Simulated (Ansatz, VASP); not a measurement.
This is a calculation of Bi for VASP 6.6.1.

File INCAR:

```
SYSTEM = Bi
ALGO     = Normal         ! electronic algorithm
EDIFF    = 1E-6           ! SCF threshold, eV
ENCUT    = 520            ! plane-wave cutoff, eV
GGA      = PS             ! functional
ISIF     = 2              ! what is computed and relaxed
ISMEAR   = -1             ! smearing method
LASPH    = .True.         ! aspherical terms in the spheres
LCHARG   = .False.        ! write CHGCAR
LREAL    = .False.        ! projectors in reciprocal space
LWAVE    = .False.        ! write WAVECAR
NBANDS   = 22             ! bands
NELM     = 80             ! most SCF steps
PREC     = Accurate       ! precision mode
SIGMA    = 0.05           ! smearing width, eV
```

KPOINTS

```
k-points
0
Gamma
  7 7 7
  0 0 0
```

File POSCAR:

```
Bi
1.0
    2.2522814206      1.3003552845      3.9115696734
   -2.2522814206      1.3003552845      3.9115696734
    0.0000000000     -2.6007105690      3.9115696734
Bi
2
Direct
    0.7660000000      0.7660000000      0.7660000000
    0.2340000000      0.2340000000      0.2340000000
```

Potentials or basis: VASP PAW PBE potentials, release 64 (Bi_d).

Command:

```console
$ cat potpaw_PBE.64/Bi_d/POTCAR > POTCAR
$ mpirun -np 1 vasp_std > vasp.out
```

Q: Set up the same calculation for Ansatz 0.2.0. Potentials there: all-electron LAPW, scalar-relativistic.

A: As run (the cutoff follows the program's own potentials):

File input.yaml:

```yaml
crystal:
  lattice:
    - [2.2522814206, 1.3003552845, 3.9115696734]
    - [-2.2522814206, 1.3003552845, 3.9115696734]
    - [0.0, -2.600710569, 3.9115696734]
  atoms:
    - { symbol: Bi, position: [0.766, 0.766, 0.766] }
    - { symbol: Bi, position: [0.234, 0.234, 0.234] }
kpoints:
  mp_grid: { grid: [7, 7, 7] }
scf:
  occupations: { method: fermi_dirac, width: 0.05 }
hamiltonian:
  xc: pbesol
  pseudopotentials: { kind: all_electron, lapw: { basis_error: 0.001 } }
output:
  forces: true
  stress: true
  eigenvalues: true
```

Potentials or basis: all-electron LAPW, scalar-relativistic.

Command:

```console
$ ansatz run input.yaml --threads 1 --pin off --max-ram 3072MiB --backend cpu --events-out ev --progress --plain --runs-dir out
```

Both were run:

|  | VASP | Ansatz | Ansatz less VASP |
| --- | --- | --- | --- |
| gap on the k mesh at the Fermi level (eV) | 0.27 | 0.27 | -0.002 |
| least direct gap on the mesh (eV) | 0.53 | 0.53 | +0.001 |
| pressure (GPa) | 0.6 | 0.7 | +0.08 |
| traceless stress, the component that is largest in VASP (GPa) | -0.25 | -0.25 | 0.000 |
| rms of the force components (eV/Å) | 0.133 | 0.130 | -0.0031 |

VASP's potentials were made for PBE, not for PBEsol. Atom by atom the forces differ by 0.003 eV/Å (rms over components). Ansatz ran all-electron here, and VASP with PAW potentials.

Spin-orbit coupling is off throughout.
